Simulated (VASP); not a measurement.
A run of VASP 6.6.1 is set up as follows.

File INCAR:

```
SYSTEM = Sb
PREC     = Accurate       ! precision mode
ENCUT    = 520            ! plane-wave cutoff, eV
EDIFF    = 1E-6           ! SCF threshold, eV
ISMEAR   = -1             ! smearing method
SIGMA    = 0.05           ! smearing width, eV
LREAL    = .False.        ! projectors in reciprocal space
LASPH    = .True.         ! aspherical terms in the spheres
NELM     = 80             ! most SCF steps
ALGO     = Normal         ! electronic algorithm
ISIF     = 2              ! what is computed and relaxed
LWAVE    = .False.        ! write WAVECAR
LCHARG   = .False.        ! write CHGCAR
GGA      = PS             ! functional
NBANDS   = 12             ! bands
```

The input KPOINTS:

```
regular mesh
0
Gamma
  12 12 7
  0 0 0
```

POSCAR

```
Sb
1.0
    3.3234675684      0.0000000000      0.0000000000
   -1.6617337843      2.8782073429      0.0000000000
    0.0000000000      0.0000000000      5.2579641425
Sb
2
Direct
    0.3333333333      0.6666666667      0.2500000000
    0.6666666667      0.3333333333      0.7500000000
```

Potentials or basis: VASP PAW PBE potentials, release 64 (Sb).

The run is started by

```bash
$ cat potpaw_PBE.64/Sb/POTCAR > POTCAR
$ mpirun -np 1 vasp_std > vasp.out
```

(1) Estimate the band gap on the k mesh.

(2) What does it give for the pressure?

## Answers

(1) zero (bands 5 and 6 overlap by 7.35 eV).

(2) 2.9 GPa.

Caveat: the PAW data sets were made with another functional, which shifts forces and pressure a little; spin-orbit coupling is left out, which moves the levels of the heavy elements.
